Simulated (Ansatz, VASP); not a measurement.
One calculation of AlCo, two programs

```xyz
2
Lattice="2.8519 0.0000 0.0000 0.0000 2.8519 0.0000 0.0000 0.0000 2.8519" Properties=species:S:1:pos:R:3 pbc="T T T"
Al    0.0000    0.0000    0.0000
Co    1.1260    1.4260    1.4260
```

Alike in both runs: task single point; functional PBE; k mesh 22 × 22 × 22; occupations gaussian, width 0.15 eV; no spin polarisation.

|  | VASP | Ansatz |
| --- | --- | --- |
| version | VASP 6.6.1 | Ansatz 0.2.0 |
| potentials or method | VASP PAW PBE potentials, release 64 (Al, Co), cutoff 520 eV | scalar-relativistic, plane waves, PAW |
| valence electrons in the cell | 12 | 20 |

Ansatz gave:

* gap on the k mesh at the Fermi level (eV): none
* pressure (GPa): 6.6
* traceless stress, the component that is largest in VASP (GPa): -3.52
* rms of the force components (eV/Å): 1.248

Question: Estimate VASP's values.

Answer: gap on the k mesh at the Fermi level (eV): none; pressure (GPa): 6.5; traceless stress, the component that is largest in VASP (GPa): -3.57; rms of the force components (eV/Å): 1.250.

Atom by atom the forces differ by 0.002 eV/Å (rms over components). A gap of «none» marks a metal or a gap that the smearing closes. VASP's potentials hold 12 valence electrons a cell and Ansatz's 20, so a difference there can come from the potentials and not from the codes.
